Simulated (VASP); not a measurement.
Wanted: the native input for a VASP 6.6.1 run.

```yaml
Task: single point
Functional: PBE
Potentials_or_basis: VASP PAW PBE potentials, release 64 (K_sv, I)
Cutoff: 520 eV
k_mesh: 6 × 6 × 2
Occupations: gaussian, width 0.01 eV
Spin: no spin polarisation
Dipole_correction: no
Further_INCAR_settings: ALGO = Normal; EDIFF = 1e-07; NBANDS = 24
```

The structure of KI lies in POSCAR:

```
KI
1.0
    2.4498406840     -4.2428072622      0.0000000000
    2.4498406840      4.2428072622      0.0000000000
    0.0000000000      0.0000000000      8.5908184480
K I
2 2
Direct
    0.5000000000      0.5000000000      0.5000000000
    0.5000000000      0.5000000000      0.0000000000
    0.8333974866      0.1666025134      0.2500000000
    0.1666025134      0.8333974866      0.7500000000
```

One way to write it, as run:

INCAR

```
PREC = Accurate
ENCUT = 520
EDIFF = 1E-7
ISMEAR = 0
SIGMA = 0.01
LREAL = F
LASPH = T
NELM = 80
ALGO = Normal
ISIF = 2
LWAVE = F
LCHARG = T
GGA = PE
LELF = T
LVHAR = T
NBANDS = 24
```

KPOINTS

```
regular mesh
0
Gamma
  6 6 2
```

Potentials or basis: VASP PAW PBE potentials, release 64 (K_sv, I).

Launch:

```console
$ cat potpaw_PBE.64/K_sv/POTCAR potpaw_PBE.64/I/POTCAR > POTCAR
$ mpirun -np 1 vasp_std > vasp.out
```

Results of the run:

The pressure is 0.5 GPa and the band gap on the k mesh is 3.85 eV, direct.

Caveat: spin-orbit coupling is left out, which moves the levels of the heavy elements.

It took 85 s on 1 thread of Intel(R) Xeon(R) Platinum 8259CL CPU @ 2.50GHz (Skylake/Cascade Lake) (shared host), peak memory 0.31 GiB.
